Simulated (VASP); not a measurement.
Input of a VASP 6.6.1 run:

File INCAR:

```
SYSTEM = LiRu2
  PREC = Accurate
  ENCUT = 520
  EDIFF = 1E-7
  ISMEAR = 0
  SIGMA = 0.1
  LREAL = .FALSE.
  LASPH = .TRUE.
  NELM = 80
  ALGO = Normal
  ISIF = 2
  LWAVE = .FALSE.
  LCHARG = .FALSE.
  GGA = PE
  NBANDS = 22
```

The input KPOINTS:

```
regular mesh
0
G
  6 6 6
  0 0 0
```

File POSCAR:

```
LiRu2
1.0
    4.3237826275      0.0000000000      0.0000000000
   -2.1618913138      3.7445055959      0.0000000000
    0.0000000000      0.0000000000      2.5660994756
Li Ru
1 2
Direct
    0.0000000000      0.0000000000      0.0000000000
    0.3333333333      0.6666666667      0.5000000000
    0.6666666667      0.3333333333      0.5000000000
```

Potentials or basis: VASP PAW PBE potentials, release 64 (Li_sv, Ru_pv).

Run with:

```console
$ cat potpaw_PBE.64/Li_sv/POTCAR potpaw_PBE.64/Ru_pv/POTCAR > POTCAR
$ mpirun -np 1 vasp_std > vasp.out
```

Q: Predict the band gap on the k mesh.

A: Zero (an odd number of electrons rules out a gap without spin polarisation).
